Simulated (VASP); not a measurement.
# PbO2 (P4_2/nmc) in VASP: notebook, part 2 of 2

VASP 6.6.1. Earlier steps stand in the parts before.

**3. Single point, PBE**

This run uses another cell than the first one, of 14.57 Å³/atom.

INCAR reads:

```
SYSTEM = PbO2
PREC     = Accurate       ! precision mode
ENCUT    = 600            ! plane-wave cutoff, eV
EDIFF    = 1E-6           ! SCF threshold, eV
ISMEAR   = 0              ! smearing method
SIGMA    = 0.1            ! smearing width, eV
LREAL    = .FALSE.        ! projectors in reciprocal space
LASPH    = .TRUE.         ! aspherical terms in the spheres
NELM     = 120            ! most SCF steps
ALGO     = Normal         ! electronic algorithm
ISIF     = 2              ! what is computed and relaxed
LWAVE    = .FALSE.        ! write WAVECAR
LCHARG   = .TRUE.         ! write CHGCAR
GGA      = PE             ! functional
LELF     = .TRUE.         ! ELF
LVHAR    = .TRUE.       
NBANDS   = 35             ! bands
GGA_COMPAT= .FALSE.
```

KPOINTS reads:

```
Automatic mesh
0
G
  4 4 4
  0 0 0
```

POSCAR reads:

```
PbO2
1.0
    3.9301916771      0.0000000000      0.0000000000
    0.0000000000      3.9301916771      0.0000000000
    0.0000000000      0.0000000000      5.6579634360
Pb O
2 4
Direct
    0.0000000000      0.0000000000      0.0000000000
    0.5000000000      0.5000000000      0.5000000000
    0.0000000000      0.5000000000      0.2030000000
    0.0000000000      0.5000000000      0.7030000000
    0.5000000000      0.0000000000      0.2970000000
    0.5000000000      0.0000000000      0.7970000000
```

Potentials or basis: VASP PAW PBE potentials, release 64 (Pb_d, O).

On the command line:

```
$ cat potpaw_PBE.64/Pb_d/POTCAR potpaw_PBE.64/O/POTCAR > POTCAR
$ mpirun -np 1 vasp_std > vasp.out
```

OUTCAR:

```text
SYSTEM = PbO2
   PREC = Accurate
   ENCUT = 600
   EDIFF = 1E-6
   ISMEAR = 0
   LREAL = .FALSE.
   LASPH = .TRUE.
   NELM = 120
   ISIF = 2
   GGA = PE

 ion  position               nearest neighbor table
   1  0.000  0.000  0.000-   3 2.28   6 2.28   3 2.28   6 2.28   5 2.59   4 2.59   5 2.59   4 2.59
                             2 3.97   2 3.97   2 3.97   2 3.97   2 3.97   2 3.97   2 3.97   2 3.97
   2  0.500  0.500  0.500-   4 2.28   5 2.28   5 2.28   4 2.28   3 2.59   6 2.59   3 2.59   6 2.59
                             1 3.97   1 3.97   1 3.97   1 3.97   1 3.97   1 3.97   1 3.97   1 3.97
   3  0.000  0.500  0.203-   1 2.28   1 2.28   2 2.59   2 2.59
   4  0.000  0.500  0.703-   2 2.28   2 2.28   1 2.59   1 2.59
   5  0.500  0.000  0.297-   2 2.28   2 2.28   1 2.59   1 2.59
   6  0.500  0.000  0.797-   1 2.28   1 2.28   2 2.59   2 2.59

  LATTYP: Found a simple tetragonal cell.
 ALAT       =     3.9301916771
 C/A-ratio  =     1.4396151386

  Lattice vectors:

 A1 = (   3.9301916771,   0.0000000000,   0.0000000000)
 A2 = (   0.0000000000,   3.9301916771,   0.0000000000)
 A3 = (   0.0000000000,   0.0000000000,   5.6579634360)

Analysis of symmetry for initial positions (statically):
[... 183 lines left out ...]

 k-point     1 :       0.0000    0.0000    0.0000
  band No.  band energies     occupation
      1     -13.4927      2.00000
      2     -13.0614      2.00000
      3     -12.7232      2.00000
      4     -11.7826      2.00000
      5     -11.2456      2.00000
      6     -11.2456      2.00000
[... 673 lines left out ...]
     34      13.4662      0.00000
     35      14.6608      0.00000

------------------------ aborting loop because EDIFF is reached ----------------------------------------

  FORCE on cell =-STRESS in cart. coord.  units (eV):
  Direction    XX          YY          ZZ          XY          YZ          ZX
  --------------------------------------------------------------------------------------
  -------------------------------------------------------------------------------------
  Total       -5.6739037     -5.6739037     -2.8525340      0.0000000      0.0000000     -0.0000000
  in kB     -104.0171480   -104.0171480    -52.2942351      0.0000000      0.0000000     -0.0000000
  external PRESSURE =     -86.7761770 kB  Pullay stress =       0.0000000 kB

 VOLUME and BASIS-vectors are now :
 -----------------------------------------------------------------------------
  energy-cutoff  :      600.00
  volume of cell :       87.40
      direct lattice vectors                 reciprocal lattice vectors
     3.930191677  0.000000000  0.000000000     0.254440516  0.000000000  0.000000000
     0.000000000  3.930191677  0.000000000     0.000000000  0.254440516  0.000000000
     0.000000000  0.000000000  5.657963436     0.000000000  0.000000000  0.176742040

 POSITION                                       TOTAL-FORCE (eV/Angst)
 -----------------------------------------------------------------------------------
      0.00000      0.00000      0.00000         0.000000     -0.000000      0.000000
      1.96510      1.96510      2.82898         0.000000      0.000000      0.000000
      0.00000      1.96510      1.14857         0.000000      0.000000     -0.328003
      0.00000      1.96510      3.97755         0.000000      0.000000     -0.328003
      1.96510      0.00000      1.68042         0.000000      0.000000      0.328003
      1.96510      0.00000      4.50940         0.000000      0.000000      0.328003
 -----------------------------------------------------------------------------------
    total drift:                                0.000000      0.000000      0.000000

  FREE ENERGIE OF THE ION-ELECTRON SYSTEM (eV)
  ---------------------------------------------------
  free  energy   TOTEN  =       -31.2870356965 eV

  energy  without entropy=      -31.2784857504  energy(sigma->0) =      -31.28276072
```

OSZICAR:

```text
N       E                     dE             d eps       ncg     rms          rms(c)
DAV:   1     0.703802191204E+03    0.70380E+03   -0.27976E+04  1260   0.200E+03
DAV:   2     0.661573260532E+02   -0.63764E+03   -0.60457E+03  1338   0.521E+02
DAV:   3    -0.304595800248E+02   -0.96617E+02   -0.92873E+02  1490   0.213E+02
DAV:   4    -0.362629230216E+02   -0.58033E+01   -0.57164E+01  1594   0.530E+01
DAV:   5    -0.364378666462E+02   -0.17494E+00   -0.17477E+00  1568   0.976E+00    0.131E+01
DAV:   6    -0.313398092198E+02    0.50981E+01   -0.16411E+01  1894   0.442E+01    0.460E+00
DAV:   7    -0.313077115299E+02    0.32098E-01   -0.16610E+00  1580   0.107E+01    0.257E+00
DAV:   8    -0.313109293018E+02   -0.32178E-02   -0.40162E-01  1721   0.511E+00    0.119E+00
DAV:   9    -0.312848244589E+02    0.26105E-01   -0.66485E-02  1958   0.300E+00    0.165E-01
DAV:  10    -0.312870637308E+02   -0.22393E-02   -0.13555E-02  1327   0.690E-01    0.129E-01
DAV:  11    -0.312870068314E+02    0.56899E-04   -0.48460E-04  1972   0.174E-01    0.443E-02
DAV:  12    -0.312870312720E+02   -0.24441E-04   -0.79751E-05  1521   0.852E-02    0.132E-02
DAV:  13    -0.312870353537E+02   -0.40816E-05   -0.98708E-06  1414   0.350E-02    0.325E-03
DAV:  14    -0.312870356965E+02   -0.34283E-06   -0.27919E-06  1303   0.988E-03
   1 F= -.31287036E+02 E0= -.31282761E+02  d E =-.854995E-02
```

stdout:

```text
POSCAR found type information on POSCAR PbO
 POSCAR found :  2 types and       6 ions
 scaLAPACK will be used
 LDA part: xc-table for (Slater+PW92), standard interpolation
 POSCAR, INCAR and KPOINTS ok, starting setup
 FFT: planning ... GRIDC
 FFT: planning ... GRID_SOFT
 FFT: planning ... GRID
 WAVECAR not read
 entering main loop
```

It took 2 min on 1 thread of Intel Xeon 8259CL, shared host; peak memory 0.24 GiB.

What came out:

- Free energy: -31.2870 eV
- Pressure: -8.7 GPa
- Largest force: 0.328 eV/Å
- Band gap on the k mesh: zero (bands 26 and 27 overlap by 0.03 eV)

Forces in eV/Å, atoms in the order of the input:
```
Pb   0.000  0.000  0.000
Pb   0.000  0.000  0.000
O    0.000  0.000 -0.328
O    0.000  0.000 -0.328
O    0.000  0.000  0.328
O    0.000  0.000  0.328
```

Stress tensor (GPa, compression positive):
```
-10.40   0.00   0.00
  0.00 -10.40   0.00
  0.00   0.00  -5.23
```

Caveat: the k points lie up to 0.40 Å⁻¹ apart; semilocal functionals underestimate gaps, so a narrow gap can read as zero; spin-orbit coupling is left out, which moves the levels of the heavy elements.

**4. Single point, PBE**

INCAR reads:

```
ALGO = Normal
EDIFF = 1E-6
ENCUT = 600
GGA = PE
GGA_COMPAT = False
ISIF = 2
ISMEAR = 0
LASPH = True
LCHARG = False
LREAL = False
LWAVE = False
NBANDS = 35
NELM = 120
PREC = Accurate
SIGMA = 0.1
```

KPOINTS reads:

```
k-points
0
Gamma
  6 6 4
```

POSCAR reads:

```
PbO2
1.0
    3.7798494772      0.0000000000      0.0000000000
    0.0000000000      3.7798494772      0.0000000000
    0.0000000000      0.0000000000      5.7525357306
Pb O
2 4
Direct
    0.0000000000      0.0000000000      0.0000000000
    0.5000000000      0.5000000000      0.5000000000
    0.0000000000      0.5000000000      0.1857713317
    1.0000000000      0.5000000000      0.6857713317
    0.5000000000      0.0000000000      0.3142286683
    0.5000000000      1.0000000000      0.8142286683
```

On the command line:

```
$ cat potpaw_PBE.64/Pb_d/POTCAR potpaw_PBE.64/O/POTCAR > POTCAR
$ mpirun -np 1 vasp_std > vasp.out
```

Run time: 3.5 min. Hardware: 1 thread of Intel Xeon 8259CL, shared host; peak memory 0.24 GiB.

Results (log left out):

| Quantity | Value |
| --- | --- |
| Free energy | -31.5593 eV |
| Pressure | 0.1 GPa |
| Largest force | 0.016 eV/Å |
| Band gap on the k mesh | zero (bands 26 and 27 overlap by 0.12 eV) |

Forces in eV/Å, atoms in the order of the input:
```
Pb   0.000  0.000  0.000
Pb   0.000  0.000  0.000
O    0.000  0.000  0.016
O    0.000  0.000  0.016
O    0.000  0.000 -0.016
O    0.000  0.000 -0.016
```

Stress tensor (GPa, compression positive):
```
 0.11  0.00  0.00
 0.00  0.11  0.00
 0.00  0.00 -0.03
```

Levels at points of the mesh, in eV from the Fermi level:
```
           k point  band 23  band 24  band 25  band 26  band 27  band 28  band 29  band 30
(0.00, 0.00, 0.00)    -1.42    -0.66    -0.27    -0.17    -0.17     2.20     6.58     7.15
(0.50, 0.00, 0.00)    -0.88    -0.88    -0.59    -0.59     2.36     2.36     7.06     7.06
(0.50, 0.50, 0.00)    -0.45    -0.45    -0.05    -0.05     3.13     3.13     6.45     6.45
(0.00, 0.00, 0.50)    -0.81    -0.81    -0.15    -0.15     1.40     1.40     6.11     6.11
(0.50, 0.00, 0.50)    -0.99    -0.99    -0.97    -0.97     2.59     2.59     7.44     7.44
(0.50, 0.50, 0.50)    -0.47    -0.47    -0.20    -0.20     3.28     3.28     8.53     8.53
```

Caveat: semilocal functionals underestimate gaps, so a narrow gap can read as zero; spin-orbit coupling is left out, which moves the levels of the heavy elements.

**5. Summary**

| task | cell | k mesh | gap on the mesh (eV) | pressure (GPa) | largest force (eV/Å) |
| --- | --- | --- | --- | --- | --- |
| relaxation of cell and atoms | relaxed from a = 3.785, b = 3.785, c = 5.744 Å, 6 atoms, atomic positions A | 10 × 10 × 8 | none | 0.0 | 0.01 |
| single point | a = 3.930, b = 3.930, c = 5.658 Å, 6 atoms, atomic positions B | 4 × 4 × 4 | none | -8.7 | 0.33 |
| single point | a = 3.780, b = 3.780, c = 5.753 Å, 6 atoms, atomic positions A | 6 × 6 × 4 | none | 0.1 | 0.02 |

Alike in all rows: level PBE; potentials or basis VASP PAW PBE potentials, release 64 (Pb_d, O); no spin polarisation; cutoff (eV) 600; smearing gaussian 0.1 eV.

Caveats: some runs use coarse meshes; semilocal functionals underestimate gaps, so a narrow gap can read as zero; spin-orbit coupling is left out, which moves the levels of the heavy elements.

Absolute energies hang on the potentials; compare differences alone.
